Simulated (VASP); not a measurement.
# Ge (I4_1/amd) in VASP: single point with PBE

Aim: the single point of Ge with PBE.

All numbers are computed with VASP 6.6.1; they aren't measurements. Logs are shortened: lines on timing, memory, paths and dates and some standing lists are left out, and cuts for length are marked.

**1. The cell of the first run**

The structure is tetragonal, space group I4_1/amd (No. 141). The conventional cell has a = 4.074 Å, b = 4.074 Å, c = 5.531 Å, α = 90.00°, β = 90.00°, γ = 90.00°. Within 3.3 Å of Ge (site symmetry -4m2) lie 4 Ge at 2.46 Å.

**2. Single point, PBE (engineering shear strain xy +0.0000, normal strain along z -0.0400)**

INCAR

```
PREC = Accurate ; ENCUT = 520
EDIFF = 1E-6 ; ISMEAR = 0
SIGMA = 0.15 ; LREAL = F
LASPH = T ; NELM = 100
ALGO = Normal ; ISIF = 2
LWAVE = F ; LCHARG = T
GGA = PE ; LELF = T
LVHAR = T ; NBANDS = 21
```

KPOINTS

```
Automatic mesh
0
Gamma
  14 14 14
```

POSCAR

```
Ge
1.0
    0.0000000000      2.8805347716      2.7653133807
    2.8805347716      0.0000000000      2.7653133807
    2.8805347716      2.8805347716      0.0000000000
Ge
2
Direct
    0.5000000000      0.5000000000      0.5000000000
    0.7500000000      0.7500000000      0.7500000000
```

Potentials or basis: VASP PAW PBE potentials, release 64 (Ge_d).

The run is started by

```console
> cat potpaw_PBE.64/Ge_d/POTCAR > POTCAR
> mpirun -np 1 vasp_std > vasp.out
```

OUTCAR:

```text
PREC = Accurate
   ENCUT = 520
   EDIFF = 1E-6
   ISMEAR = 0
   LREAL = F
   LASPH = T
   NELM = 100
   ISIF = 2
   GGA = PE

 ion  position               nearest neighbor table
   1  0.500  0.500  0.500-   2 2.46   2 2.46   2 2.46   2 2.46
   2  0.750  0.750  0.750-   1 2.46   1 2.46   1 2.46   1 2.46

  LATTYP: Found a body centered tetragonal cell.
 ALAT       =     4.0736913409
 C/A-ratio  =     1.3576450199

  Lattice vectors:

 A1 = (   0.0000000000,  -2.8805347716,  -2.7653133807)
 A2 = (   0.0000000000,   2.8805347716,  -2.7653133807)
 A3 = (   2.8805347716,   0.0000000000,   2.7653133807)

Analysis of symmetry for initial positions (statically):
=====================================================================
 Subroutine PRICEL returns:
 Original cell was already a primitive cell.

 Routine SETGRP: Setting up the symmetry group for a
 body centered tetragonal supercell.

 Subroutine GETGRP returns: Found 16 space group operations
 (whereof  8 operations were pure point group operations)
 out of a pool of 16 trial point group operations.

The static configuration has the point symmetry D_2d.
 The point group associated with its full space group is D_4h.

Analysis of symmetry for dynamics (positions and initial velocities):
=====================================================================
 Subroutine PRICEL returns:
 Original cell was already a primitive cell.

 Routine SETGRP: Setting up the symmetry group for a
 body centered tetragonal supercell.

 Subroutine GETGRP returns: Found 16 space group operations
 (whereof  8 operations were pure point group operations)
 out of a pool of 16 trial point group operations.

The dynamic configuration has the point symmetry D_2d.
 The point group associated with its full space group is D_4h.

 Subroutine INISYM returns: Found 16 space group operations
 (whereof  8 operations are pure point group operations),
 and found     1 'primitive' translations

----------------------------------------------------------------------------------------

                                     Primitive cell

  volume of cell :      45.8903

  direct lattice vectors                    reciprocal lattice vectors
     0.000000000  2.880534772  2.765313381    -0.173578880  0.173578880  0.180811334
     2.880534772  0.000000000  2.765313381     0.173578880 -0.173578880  0.180811334
     2.880534772  2.880534772  0.000000000     0.173578880  0.173578880 -0.180811334

  length of vectors
     3.993048793  3.993048793  4.073691341     0.304880294  0.304880294  0.304880294

  position of ions in fractional coordinates (direct lattice)
     0.500000000  0.500000000  0.500000000
     0.750000000  0.750000000  0.750000000

  ion indices of the primitive-cell ions
   primitive index   ion index
                 1           1
                 2           2

----------------------------------------------------------------------------------------

 KPOINTS: Automatic mesh

Automatic generation of k-mesh.
 Grid dimensions read from file:
 generate k-points for:   14   14   14

 Generating k-lattice:

  Cartesian coordinates                     Fractional coordinates (reciprocal lattice)
    -0.012398491  0.012398491  0.012915095     0.071428571  0.000000000  0.000000000
     0.012398491 -0.012398491  0.012915095     0.000000000  0.071428571  0.000000000
     0.012398491  0.012398491 -0.012915095    -0.000000000 -0.000000000  0.071428571

  Length of vectors
     0.021777164  0.021777164  0.021777164

  Shift w.r.t. Gamma in fractional coordinates (k-lattice)
     0.000000000  0.000000000  0.000000000

 Subroutine IBZKPT returns following result:
 ===========================================

 Found    244 irreducible k-points:

 Following reciprocal coordinates:
            Coordinates               Weight
  0.000000  0.000000  0.000000      1.000000
  0.071429  0.000000  0.000000      8.000000
  0.142857 -0.000000  0.000000      8.000000
  0.214286  0.000000  0.000000      8.000000
  0.285714  0.000000  0.000000      8.000000
  0.357143  0.000000  0.000000      8.000000
[... 16 lines left out ...]
  0.214286  0.142857  0.000000      8.000000
  0.285714  0.142857  0.000000      8.000000
 [... further k-points ...]
   k-points           NKPTS =    244   k-points in BZ     NKDIM =    244   number of bands    NBANDS=     21
   number of dos      NEDOS =    301   number of ions     NIONS =      2
   total plane-waves  NPLWV =  27000
   dimension x,y,z NGX =    30 NGY =   30 NGZ =   30
   dimension x,y,z NGXF=    60 NGYF=   60 NGZF=   60
   ions per type =               2
   NGX,Y,Z   is equivalent  to a cutoff of  12.49, 12.49, 12.24 a.u.
   NGXF,Y,Z  is equivalent  to a cutoff of  24.98, 24.98, 24.49 a.u.
 SYSTEM =  unknown system
   PREC   = accura    normal or accurate (medium, high low for compatibility)
   ISTART =      0    job   : 0-new  1-cont  2-samecut
   ICHARG =      2    charge: 1-file 2-atom 10-const
   ISPIN  =      1    spin polarized calculation?
   LNONCOLLINEAR =      F non collinear calculations
   LSORBIT =      F    spin-orbit coupling
   LASPH  =      T    aspherical Exc in radial PAW
   ENCUT  =  520.0 eV  38.22 Ry    6.18 a.u.   7.42  7.42  7.57*2*pi/ulx,y,z
   NELM   =    100;   NELMIN=  2; NELMDL= -5     # of ELM steps
   EDIFF  = 0.1E-05   stopping-criterion for ELM
   LREAL  =      F    real-space projection
   EDIFFG = 0.1E-04   stopping-criterion for IOM
   NSW    =      0    number of steps for IOM
   IBRION =     -1    ionic relax: 0-MD 1-quasi-New 2-CG
   NFREE  =      0    steps in history (QN), initial steepest desc. (CG)
   ISIF   =      2    stress and relaxation
   ISYM   =      2    0-nonsym 1-usesym 2-fastsym
   POTIM  = 0.5000    time-step for ionic-motion
   TEBEG  =    0.0;   TEEND  =   0.0 temperature during run
   PSTRESS=    0.0 pullay stress
   NELECT =      28.0000    total number of electrons
   NUPDOWN=      -1.0000    fix difference up-down
   EMIN   =  10.00;   EMAX   =-10.00  energy-range for DOS
   EFERMI =   0.00;   METHOD = LEGACY
   ISMEAR =     0;   SIGMA  =   0.15  broadening in eV -4-tet -1-fermi 0-gaus
   EFERMI_NEDOS =   21; number of points for ismear=-14 and -15
   IALGO  =     38    algorithm
   IMIX   =      4    mixing-type and parameters
     AMIX     =   0.40;   BMIX     =  1.00
     AMIX_MAG =   1.60;   BMIX_MAG =  1.00
  volume/ion in A,a.u.               =      22.95       154.84
  Fermi-wavevector in a.u.,A,eV,Ry     =   1.388526  2.623933 26.232088  1.928004
  Thomas-Fermi vector in A             =   2.512644
   LORBIT       =      0    0 simple, 1 ext, 2 COOP (PROOUT), +10 PAW based schemes
   GGA     = PE    functional components
   LHFCALC =     F    Hartree Fock is set to
   AEXX    =    0.0000 exact exchange contribution
   IVDW    =     0    specifies the selected vdW correction
   LEPSILON=     F    determine dielectric tensor
   LRPA    =     F    only Hartree local field effects (RPA)
 non-spin polarized calculation
 Gauss-broadening in eV      SIGMA  =   0.15
  energy-cutoff  :      520.00
  volume of cell :       45.89
 maximum number of plane-waves:      1261
 NGX is ok and might be reduce to    30
   NGX = 15   NGY = 15   NGZ = 15

 number of electron      28.0000017 magnetization

 Free energy of the ion-electron system (eV)
  ---------------------------------------------------
  ext. energy  EPLUGINS =         0.00000000
  ---------------------------------------------------
  free energy    TOTEN  =        -9.01132658 eV

  energy without entropy =       -9.01065136  energy(sigma->0) =       -9.01098897

 E-fermi :   4.9257     XC(G=0):  -9.8638

 val. band max:        4.8421739891   @ k =   0.0714   0.0000   0.0000
 cond. band min:       4.9773109493   @ k =   0.5000   0.0000   0.0000
 fundamental gap:      0.1351369602
 Fermi energy:         4.9257117802

 k-point     1 :       0.0000    0.0000    0.0000
  band No.  band energies     occupation
      1     -19.9407      2.00000
      2     -19.9311      2.00000
      3     -19.9311      2.00000
      4     -19.9008      2.00000
      5     -19.8976      2.00000
      6     -19.7025      2.00000
[... 13 lines left out ...]
     20      13.9127      0.00000
     21      14.6460      0.00000

 k-point     2 :       0.0714    0.0000    0.0000
  band No.  band energies     occupation
      1     -19.9423      2.00000
      2     -19.9344      2.00000
      3     -19.9319      2.00000
      4     -19.8962      2.00000
      5     -19.8935      2.00000
      6     -19.7067      2.00000
[... 13 lines left out ...]
     20      13.5220      0.00000
     21      14.0909      0.00000

 k-point     3 :       0.1429   -0.0000    0.0000
  band No.  band energies     occupation
      1     -19.9474      2.00000
      2     -19.9404      2.00000
      3     -19.9311      2.00000
      4     -19.8867      2.00000
      5     -19.8845      2.00000
      6     -19.7153      2.00000
[... 13 lines left out ...]
     20      13.0646      0.00000
     21      13.5103      0.00000

 k-point     4 :       0.2143    0.0000    0.0000
  band No.  band energies     occupation
      1     -19.9533      2.00000
      2     -19.9457      2.00000
      3     -19.9283      2.00000
      4     -19.8766      2.00000
      5     -19.8750      2.00000
      6     -19.7237      2.00000
[... 13 lines left out ...]
     20      12.9629      0.00000
     21      13.3655      0.00000

 k-point     5 :       0.2857    0.0000    0.0000
  band No.  band energies     occupation
      1     -19.9580      2.00000
      2     -19.9493      2.00000
      3     -19.9248      2.00000
      4     -19.8682      2.00000
      5     -19.8671      2.00000
      6     -19.7304      2.00000
[... 13 lines left out ...]
     20      13.3437      0.00000
     21      13.5029      0.00000
[... 382 lines left out ...]
     20      12.8737      0.00000
     21      13.5855      0.00000

 k-point    22 :       0.1429    0.1429    0.0000
  band No.  band energies     occupation
      1     -19.9431      2.00000
      2     -19.9372      2.00000
      3     -19.9372      2.00000
      4     -19.8892      2.00000
      5     -19.8747      2.00000
      6     -19.7294      2.00000
[... 13 lines left out ...]
     20      12.8901      0.00000
     21      14.2769      0.00000

 k-point    23 :       0.2143    0.1429    0.0000
  band No.  band energies     occupation
      1     -19.9487      2.00000
      2     -19.9410      2.00000
      3     -19.9335      2.00000
      4     -19.8816      2.00000
      5     -19.8642      2.00000
      6     -19.7416      2.00000
[... 13 lines left out ...]
     20      13.6625      0.00000
     21      14.3015      0.00000

 k-point    24 :       0.2857    0.1429    0.0000
  band No.  band energies     occupation
      1     -19.9571      2.00000
      2     -19.9453      2.00000
      3     -19.9251      2.00000
      4     -19.8723      2.00000
      5     -19.8545      2.00000
      6     -19.7511      2.00000
[... 13 lines left out ...]
     20      14.1867      0.00000
     21      14.5049      0.00000

 [... further k-points ...]

------------------------ aborting loop because EDIFF is reached ----------------------------------------

  FORCE on cell =-STRESS in cart. coord.  units (eV):
  Direction    XX          YY          ZZ          XY          YZ          ZX
  --------------------------------------------------------------------------------------
  -------------------------------------------------------------------------------------
  Total        0.4866873      0.4866873      1.2391721      0.0000000     -0.0000000     -0.0000000
  in kB       16.9918242     16.9918242     43.2634971      0.0000000     -0.0000000     -0.0000000
  external PRESSURE =      25.7490485 kB  Pullay stress =       0.0000000 kB

 VOLUME and BASIS-vectors are now :
 -----------------------------------------------------------------------------
  energy-cutoff  :      520.00
  volume of cell :       45.89
      direct lattice vectors                 reciprocal lattice vectors
     0.000000000  2.880534772  2.765313381    -0.173578880  0.173578880  0.180811334
     2.880534772  0.000000000  2.765313381     0.173578880 -0.173578880  0.180811334
     2.880534772  2.880534772  0.000000000     0.173578880  0.173578880 -0.180811334

 POSITION                                       TOTAL-FORCE (eV/Angst)
 -----------------------------------------------------------------------------------
      2.88053      2.88053      2.76531         0.000000      0.000000      0.000000
      4.32080      4.32080      4.14797         0.000000      0.000000     -0.000000
 -----------------------------------------------------------------------------------
    total drift:                                0.000000     -0.000000     -0.000000

  FREE ENERGIE OF THE ION-ELECTRON SYSTEM (eV)
  ---------------------------------------------------
  free  energy   TOTEN  =        -9.0113265843 eV

  energy  without entropy=       -9.0106513649  energy(sigma->0) =       -9.01098897
```

Run time: 94 s. Hardware: 1 thread of Intel Xeon 6975P-C (Granite Rapids), shared host; peak memory 0.3 GiB.

What came out:

- Free energy: -9.0113 eV
- Pressure: 2.6 GPa
- Band gap on the k mesh: 0.14 eV, indirect (least direct gap 0.30 eV)

Stress tensor (GPa, compression positive):
```
1.70 0.00 0.00
0.00 1.70 0.00
0.00 0.00 4.33
```

Caveat: the cell differs from its parent crystal (engineering shear strain xy +0.0000, normal strain along z -0.0400).
